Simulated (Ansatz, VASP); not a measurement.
# KTaO3 in VASP and in Ansatz

```xyz
5
Lattice="3.9750 0.0000 0.0000 0.0000 3.9750 0.0000 0.0000 0.0000 3.9750" Properties=species:S:1:pos:R:3 pbc="T T T"
K     1.9875    1.9875    1.9875
Ta    0.0000    0.0000    0.0000
O     1.9875    0.0000    0.0000
O     0.0000    1.9875    0.0000
O     0.0000    0.0000    1.9875
```

Change from the starting cell: volume scaled by 0.99, crystal datasets.

Alike in both runs: task electric field gradients; functional LDA; k mesh 5 × 5 × 5; occupations fermi-dirac, width 0.01 eV; no spin polarisation.

|  | VASP | Ansatz |
| --- | --- | --- |
| version | VASP 6.6.1 | Ansatz 0.2.0 |
| potentials or method | VASP PAW LDA potentials, release 64 (K_sv, Ta_pv, O), cutoff 520 eV | all-electron PAW with datasets made for the crystal, scalar-relativistic |

Ansatz gave:

* gap on the k mesh at the Fermi level (eV): 2.21
* pressure (GPa): -3.6
* size of Vzz on the site where it differs most (V/Å²): 15.4

Problem. Estimate VASP's values.

Solution. gap on the k mesh at the Fermi level (eV): 2.15; pressure (GPa): -2.4; size of Vzz on the site where it differs most (V/Å²): 13.2.

LDA's correlation is that of Perdew and Zunger in VASP and of Perdew and Wang (1992) in Ansatz. Ansatz ran all-electron here, and VASP with PAW potentials.

Neither program's run includes spin-orbit coupling.
